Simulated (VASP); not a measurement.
# SrC4 (Cmmm) in VASP: further runs

The runs below take SrC4 through single point, with PBE.

Program: VASP 6.6.1. These are calculated values, not measurements. Logs are shortened: lines on timing, memory, paths and dates and some standing lists are left out, and cuts for length are marked.

### Step 1. The cell of the first run

It takes space group Cmmm (No. 65, orthorhombic). The conventional cell has a = 5.584 Å, b = 6.835 Å, c = 4.368 Å, α = 90.00°, β = 90.00°, γ = 90.00°. Within 3.6 Å of Sr (site symmetry mmm) lie 10 C at 2.76 to 3.06 Å. C (site symmetry m2m) has 1 C at 1.31 Å within 1.7 Å. Within 1.7 Å of C (site symmetry 2mm) lie 1 C at 1.30 Å.

### Step 2. Single point, PBE, collinear spin (atoms taken out)

Input file INCAR:

```
ALGO = Normal
EDIFF = 1E-6
ENCUT = 520
GGA = PE
ISIF = 2
ISMEAR = 0
ISPIN = 2
LASPH = T
LCHARG = T
LELF = T
LORBIT = 11
LREAL = F
LVHAR = T
LWAVE = F
MAGMOM = 0 1 1 1 1
NBANDS = 25
NELM = 150
PREC = Accurate
SIGMA = 0.1
```

Input file KPOINTS:

```
k-points
0
Gamma
  4 4 4
```

Input file POSCAR:

```
SrC4
1.0
    2.7920136305     -3.4175442887      0.0000000000
    2.7920136305      3.4175442887      0.0000000000
    0.0000000000      0.0000000000      4.3681555814
Sr C
1 4
Direct
    0.0000000000      0.0000000000      0.0000000000
    0.5954706203      0.4045293797      0.0000000000
    0.4045293797      0.5954706203      0.0000000000
    0.6167440119      0.6167440119      0.5000000000
    0.3832559881      0.3832559881      0.5000000000
```

Potentials or basis: VASP PAW PBE potentials, release 64 (Sr_sv, C).

Launch:

```console
cat potpaw_PBE.64/Sr_sv/POTCAR potpaw_PBE.64/C/POTCAR > POTCAR
mpirun -np 1 vasp_std > vasp.out
```

OUTCAR:

```text
EDIFF = 1E-6
   ENCUT = 520
   GGA = PE
   ISIF = 2
   ISMEAR = 0
   ISPIN = 2
   LASPH = T
   LORBIT = 11
   LREAL = F
   NELM = 150
   PREC = Accurate

 ion  position               nearest neighbor table
   1  0.000  0.000  0.000-   2 2.76   3 2.76   2 2.87   3 2.87   2 2.87   3 2.87   4 3.06   5 3.06
                             4 3.06   5 3.06
   2  0.595  0.405  0.000-   3 1.31   1 2.76   1 2.87   1 2.87
   3  0.405  0.595  0.000-   2 1.31   1 2.76   1 2.87   1 2.87
   4  0.617  0.617  0.500-   5 1.30   1 3.06   1 3.06
   5  0.383  0.383  0.500-   4 1.30   1 3.06   1 3.06

  LATTYP: Found a base centered orthorhombic cell.
 ALAT       =     5.5840272610
 B/A-ratio  =     1.2240428382
 C/A-ratio  =     0.7822590000

  Lattice vectors:

 A1 = (   2.7920136305,  -3.4175442887,   0.0000000000)
 A2 = (   2.7920136305,   3.4175442887,   0.0000000000)
 A3 = (   0.0000000000,   0.0000000000,   4.3681555814)

Analysis of symmetry for initial positions (statically):
=====================================================================
 Subroutine PRICEL returns:
 Original cell was already a primitive cell.

 Routine SETGRP: Setting up the symmetry group for a
 base centered orthorhombic supercell.

 Subroutine GETGRP returns: Found  8 space group operations
 (whereof  8 operations were pure point group operations)
 out of a pool of  8 trial point group operations.

The static configuration has the point symmetry D_2h.

Analysis of symmetry for dynamics (positions and initial velocities):
=====================================================================
 Subroutine PRICEL returns:
 Original cell was already a primitive cell.

 Routine SETGRP: Setting up the symmetry group for a
 base centered orthorhombic supercell.

 Subroutine GETGRP returns: Found  8 space group operations
 (whereof  8 operations were pure point group operations)
 out of a pool of  8 trial point group operations.

The dynamic configuration has the point symmetry D_2h.

Analysis of structural, dynamic, and magnetic symmetry:
=====================================================================
 Subroutine PRICEL returns:
 Original cell was already a primitive cell.

 Routine SETGRP: Setting up the symmetry group for a
 base centered orthorhombic supercell.

 Subroutine GETGRP returns: Found  8 space group operations
 (whereof  8 operations were pure point group operations)
 out of a pool of  8 trial point group operations.

The overall configuration has the point symmetry D_2h.

 Subroutine INISYM returns: Found  8 space group operations
 (whereof  8 operations are pure point group operations),
 and found     1 'primitive' translations

----------------------------------------------------------------------------------------

                                     Primitive cell

  volume of cell :      83.3604

  direct lattice vectors                    reciprocal lattice vectors
     2.792013631 -3.417544289  0.000000000     0.179082220 -0.146303883  0.000000000
     2.792013631  3.417544289  0.000000000     0.179082220  0.146303883  0.000000000
     0.000000000  0.000000000  4.368155581     0.000000000  0.000000000  0.228929575

  length of vectors
     4.413043063  4.413043063  4.368155581     0.231247201  0.231247201  0.228929575

  position of ions in fractional coordinates (direct lattice)
     0.000000000  0.000000000  0.000000000
     0.595470620  0.404529380  0.000000000
     0.404529380  0.595470620  0.000000000
     0.616744012  0.616744012  0.500000000
     0.383255988  0.383255988  0.500000000

  ion indices of the primitive-cell ions
   primitive index   ion index
                 1           1
                 2           2
                 3           3
                 4           4
                 5           5

----------------------------------------------------------------------------------------

 KPOINTS: k-points

Automatic generation of k-mesh.
 Grid dimensions read from file:
 generate k-points for:    4    4    4

 Generating k-lattice:

  Cartesian coordinates                     Fractional coordinates (reciprocal lattice)
     0.044770555 -0.036575971  0.000000000     0.250000000  0.000000000  0.000000000
     0.044770555  0.036575971  0.000000000     0.000000000  0.250000000  0.000000000
     0.000000000  0.000000000  0.057232394     0.000000000  0.000000000  0.250000000

  Length of vectors
     0.057811800  0.057811800  0.057232394

  Shift w.r.t. Gamma in fractional coordinates (k-lattice)
     0.000000000  0.000000000  0.000000000

 Subroutine IBZKPT returns following result:
 ===========================================

 Found     21 irreducible k-points:

 Following reciprocal coordinates:
            Coordinates               Weight
  0.000000  0.000000  0.000000      1.000000
  0.250000  0.000000  0.000000      4.000000
  0.500000  0.000000  0.000000      2.000000
  0.250000  0.250000  0.000000      2.000000
  0.500000  0.250000  0.000000      4.000000
 -0.250000  0.250000  0.000000      2.000000
[... 13 lines left out ...]
 -0.250000  0.250000  0.500000      2.000000
  0.500000  0.500000  0.500000      1.000000
   k-points           NKPTS =     21   k-points in BZ     NKDIM =     21   number of bands    NBANDS=     25
   number of dos      NEDOS =    301   number of ions     NIONS =      5
   total plane-waves  NPLWV =  41472
   dimension x,y,z NGX =    36 NGY =   36 NGZ =   32
   dimension x,y,z NGXF=    72 NGYF=   72 NGZF=   64
   ions per type =               1   4
   NGX,Y,Z   is equivalent  to a cutoff of  13.56, 13.56, 12.18 a.u.
   NGXF,Y,Z  is equivalent  to a cutoff of  27.12, 27.12, 24.36 a.u.
 SYSTEM =  unknown system
   PREC   = accura    normal or accurate (medium, high low for compatibility)
   ISTART =      0    job   : 0-new  1-cont  2-samecut
   ICHARG =      2    charge: 1-file 2-atom 10-const
   ISPIN  =      2    spin polarized calculation?
   LNONCOLLINEAR =      F non collinear calculations
   LSORBIT =      F    spin-orbit coupling
   LASPH  =      T    aspherical Exc in radial PAW
   ENCUT  =  520.0 eV  38.22 Ry    6.18 a.u.   8.21  8.21  8.12*2*pi/ulx,y,z
   NELM   =    150;   NELMIN=  2; NELMDL= -5     # of ELM steps
   EDIFF  = 0.1E-05   stopping-criterion for ELM
   LREAL  =      F    real-space projection
   EDIFFG = 0.1E-04   stopping-criterion for IOM
   NSW    =      0    number of steps for IOM
   IBRION =     -1    ionic relax: 0-MD 1-quasi-New 2-CG
   NFREE  =      0    steps in history (QN), initial steepest desc. (CG)
   ISIF   =      2    stress and relaxation
   ISYM   =      2    0-nonsym 1-usesym 2-fastsym
   POTIM  = 0.5000    time-step for ionic-motion
   TEBEG  =    0.0;   TEEND  =   0.0 temperature during run
   PSTRESS=    0.0 pullay stress
   NELECT =      26.0000    total number of electrons
   NUPDOWN=      -1.0000    fix difference up-down
   EMIN   =  10.00;   EMAX   =-10.00  energy-range for DOS
   EFERMI =   0.00;   METHOD = LEGACY
   ISMEAR =     0;   SIGMA  =   0.10  broadening in eV -4-tet -1-fermi 0-gaus
   EFERMI_NEDOS =   21; number of points for ismear=-14 and -15
   IALGO  =     38    algorithm
   IMIX   =      4    mixing-type and parameters
     AMIX     =   0.40;   BMIX     =  1.00
     AMIX_MAG =   1.60;   BMIX_MAG =  1.00
  volume/ion in A,a.u.               =      16.67       112.51
  Fermi-wavevector in a.u.,A,eV,Ry     =   1.110229  2.098029 16.770665  1.232609
  Thomas-Fermi vector in A             =   2.246778
   LORBIT       =     11    0 simple, 1 ext, 2 COOP (PROOUT), +10 PAW based schemes
   GGA     = PE    functional components
   LHFCALC =     F    Hartree Fock is set to
   AEXX    =    0.0000 exact exchange contribution
   IVDW    =     0    specifies the selected vdW correction
   LEPSILON=     F    determine dielectric tensor
   LRPA    =     F    only Hartree local field effects (RPA)
 spin polarized calculation
 Gauss-broadening in eV      SIGMA  =   0.10
  energy-cutoff  :      520.00
  volume of cell :       83.36
 maximum number of plane-waves:      2268
 NGX is ok and might be reduce to    36
   NGX = 17   NGY = 17   NGZ = 17

 number of electron      25.9999999 magnetization       0.2060418

 Free energy of the ion-electron system (eV)
  ---------------------------------------------------
  ext. energy  EPLUGINS =         0.00000000
  ---------------------------------------------------
  free energy    TOTEN  =       -31.59209108 eV

  energy without entropy =      -31.58065509  energy(sigma->0) =      -31.58637308

 E-fermi :   0.9427     XC(G=0):  -8.9235

 val. band max:        0.9259992512   @ k =   0.2500   0.2500   0.5000
 cond. band min:       0.9745497920   @ k =   0.5000   0.2500   0.5000
 fundamental gap:      0.0485505408
 Fermi energy:         0.9427208278

 spin component 1

 k-point     1 :       0.0000    0.0000    0.0000
  band No.  band energies     occupation
      1     -32.8643      1.00000
      2     -14.9302      1.00000
      3     -14.8758      1.00000
      4     -14.7954      1.00000
      5     -14.0717      1.00000
      6     -10.3811      1.00000
[... 17 lines left out ...]
     24      10.6991      0.00000
     25      11.2587      0.00000

 k-point     2 :       0.2500    0.0000    0.0000
  band No.  band energies     occupation
      1     -32.8622      1.00000
      2     -15.1886      1.00000
      3     -14.8699      1.00000
      4     -14.8179      1.00000
      5     -13.7455      1.00000
      6     -10.3408      1.00000
[... 17 lines left out ...]
     24       9.7391      0.00000
     25      11.0509      0.00000
[... 502 lines left out ...]
     24       9.8899      0.00000
     25       9.9747      0.00000

 k-point    21 :       0.5000    0.5000    0.5000
  band No.  band energies     occupation
      1     -32.8531      1.00000
      2     -14.9838      1.00000
      3     -14.9556      1.00000
      4     -14.9185      1.00000
      5     -12.9622      1.00000
      6     -12.3009      1.00000
[... 17 lines left out ...]
     24       9.3139      0.00000
     25      10.4924      0.00000
 Fermi energy:         0.9427208278

 spin component 2

 k-point     1 :       0.0000    0.0000    0.0000
  band No.  band energies     occupation
      1     -32.8641      1.00000
      2     -14.9307      1.00000
      3     -14.8748      1.00000
      4     -14.7962      1.00000
      5     -13.9947      1.00000
      6     -10.3373      1.00000
[... 17 lines left out ...]
     24      10.7207      0.00000
     25      11.2855      0.00000

 k-point     2 :       0.2500    0.0000    0.0000
  band No.  band energies     occupation
      1     -32.8620      1.00000
      2     -15.1741      1.00000
      3     -14.8690      1.00000
      4     -14.8187      1.00000
      5     -13.6847      1.00000
      6     -10.2950      1.00000
[... 17 lines left out ...]
     24       9.7638      0.00000
     25      11.0740      0.00000
[... 502 lines left out ...]
     24       9.9059      0.00000
     25      10.0558      0.00000

 k-point    21 :       0.5000    0.5000    0.5000
  band No.  band energies     occupation
      1     -32.8529      1.00000
      2     -14.9846      1.00000
      3     -14.9537      1.00000
      4     -14.9191      1.00000
      5     -12.8436      1.00000
      6     -12.2876      1.00000
[... 17 lines left out ...]
     24       9.3202      0.00000
     25      10.5005      0.00000

------------------------ aborting loop because EDIFF is reached ----------------------------------------

  FORCE on cell =-STRESS in cart. coord.  units (eV):
  Direction    XX          YY          ZZ          XY          YZ          ZX
  --------------------------------------------------------------------------------------
  -------------------------------------------------------------------------------------
  Total        0.1492474      0.0789909      0.1618686     -0.0000000      0.0000000      0.0000000
  in kB        2.8685177      1.5181957      3.1110969     -0.0000000      0.0000000      0.0000000
  external PRESSURE =       2.4992701 kB  Pullay stress =       0.0000000 kB

 VOLUME and BASIS-vectors are now :
 -----------------------------------------------------------------------------
  energy-cutoff  :      520.00
  volume of cell :       83.36
      direct lattice vectors                 reciprocal lattice vectors
     2.792013631 -3.417544289  0.000000000     0.179082220 -0.146303883  0.000000000
     2.792013631  3.417544289  0.000000000     0.179082220  0.146303883  0.000000000
     0.000000000  0.000000000  4.368155581     0.000000000  0.000000000  0.228929575

 POSITION                                       TOTAL-FORCE (eV/Angst)
 -----------------------------------------------------------------------------------
      0.00000      0.00000      0.00000        -0.000000      0.000000      0.000000
      2.79201     -0.65255      0.00000        -0.000000     -0.085117      0.000000
      2.79201      0.65255      0.00000        -0.000000      0.085117     -0.000000
      3.44392      0.00000      2.18408         0.104405      0.000000     -0.000000
      2.14011      0.00000      2.18408        -0.104405      0.000000      0.000000
 -----------------------------------------------------------------------------------
    total drift:                               -0.000000     -0.000000      0.000000

  FREE ENERGIE OF THE ION-ELECTRON SYSTEM (eV)
  ---------------------------------------------------
  free  energy   TOTEN  =       -31.5920910770 eV

  energy  without entropy=      -31.5806550855  energy(sigma->0) =      -31.58637308

 total charge

# of ion       s       p       d       tot
------------------------------------------
    1        2.001   5.784   0.160   7.945
    2        0.973   1.449   0.000   2.422
    3        0.973   1.449   0.000   2.422
    4        0.968   1.428   0.000   2.396
    5        0.968   1.428   0.000   2.396
--------------------------------------------------
tot          5.882  11.539   0.160  17.581

 magnetization (x)

# of ion       s       p       d       tot
------------------------------------------
    1       -0.000   0.001  -0.000  -0.000
    2        0.002   0.038   0.000   0.041
    3        0.002   0.038   0.000   0.041
    4        0.010   0.011   0.000   0.021
    5        0.010   0.011   0.000   0.021
--------------------------------------------------
tot          0.025   0.099  -0.000   0.124
```

It took 47 s on 1 thread of Intel Xeon Platinum 8488C (Sapphire Rapids), shared host; peak memory 0.26 GiB.

What came out:

- Free energy: -31.5921 eV
- Pressure: 0.2 GPa
- Largest force: 0.104 eV/Å
- Net moment: 0.21 μB per cell
- Site moments: Sr -0.00; C +0.04, +0.02 (each value once) μB
- Valence electrons inside the program's atomic spheres: Sr 7.95; C 2.42, 2.40 (each value once)

Forces in eV/Å, atoms in the order of the input:
```
Sr   0.000  0.000  0.000
C    0.000 -0.085  0.000
C    0.000  0.085  0.000
C    0.104  0.000  0.000
C   -0.104  0.000  0.000
```

Caveat: the k points lie up to 0.36 Å⁻¹ apart; the cell differs from its parent crystal (atoms taken out); a moment this small can come from the mesh or the smearing.

### Step 3. Single point, PBE (atoms taken out)

Input file INCAR:

```
PREC = Accurate ; ENCUT = 520
EDIFF = 1E-7 ; ISMEAR = 0
SIGMA = 0.1 ; LREAL = False
LASPH = True ; NELM = 80
ALGO = Normal ; ISIF = 2
LWAVE = False ; LCHARG = False
GGA = PE ; NBANDS = 21
```

Input file KPOINTS:

```
Automatic mesh
0
Gamma
  10 10 10
```

Input file POSCAR:

```
SrC4
1.0
    2.7940051381     -3.4183629399      0.0000000000
    2.7940051381      3.4183629399      0.0000000000
    0.0000000000      0.0000000000      4.2996075432
Sr C
1 4
Direct
    0.0000000000      0.0000000000      0.0000000000
    0.5957919701      0.4042080299      0.0000000000
    0.4042080299      0.5957919701      0.0000000000
    0.6171895442      0.6171895442      0.5000000000
    0.3828104558      0.3828104558      0.5000000000
```

Potentials or basis: VASP PAW PBE potentials, release 64 (Sr_sv, C).

Launch:

```console
cat potpaw_PBE.64/Sr_sv/POTCAR potpaw_PBE.64/C/POTCAR > POTCAR
mpirun -np 1 vasp_std > vasp.out
```

It took 2.5 min on 1 thread of Intel Xeon Platinum 8488C (Sapphire Rapids), shared host; peak memory 0.4 GiB.

Results (log left out):

```yaml
Free_energy: -31.7279 eV
Pressure: 0.3 GPa
Largest_force: 0.099 eV/Å
Band_gap_on_the_k_mesh: zero (bands 13 and 14 overlap by 0.11 eV)
```

Forces in eV/Å, atoms in the order of the input:
```
Sr   0.000  0.000  0.000
C    0.000 -0.094  0.000
C    0.000  0.094  0.000
C    0.099  0.000  0.000
C   -0.099  0.000  0.000
```

Stress tensor (GPa, compression positive):
```
0.43 0.00 0.00
0.00 0.37 0.00
0.00 0.00 0.10
```

Levels at points of the mesh, in eV from the Fermi level:
```
           k point  band 11  band 12  band 13  band 14  band 15  band 16
(0.00, 0.00, 0.00)    -1.32    -0.77    -0.17     0.73     3.19     4.31
(0.50, 0.00, 0.00)    -1.57    -0.47    -0.47     3.07     3.68     4.15
(0.50, 0.50, 0.00)    -1.18    -1.10    -0.72     2.67     2.99     4.06
(0.00, 0.00, 0.50)    -2.14    -1.86    -0.31    -0.06     1.46     3.90
(0.50, 0.00, 0.50)    -2.10    -1.85     0.05     0.09     3.61     4.09
(0.50, 0.50, 0.50)    -1.82    -1.65    -0.03    -0.02     4.84     4.96
```

Caveat: the cell differs from its parent crystal (atoms taken out).

(Continued in part 2 of 2.)

The gap in the log of VASP goes by the Fermi energy; the results here count the filled bands.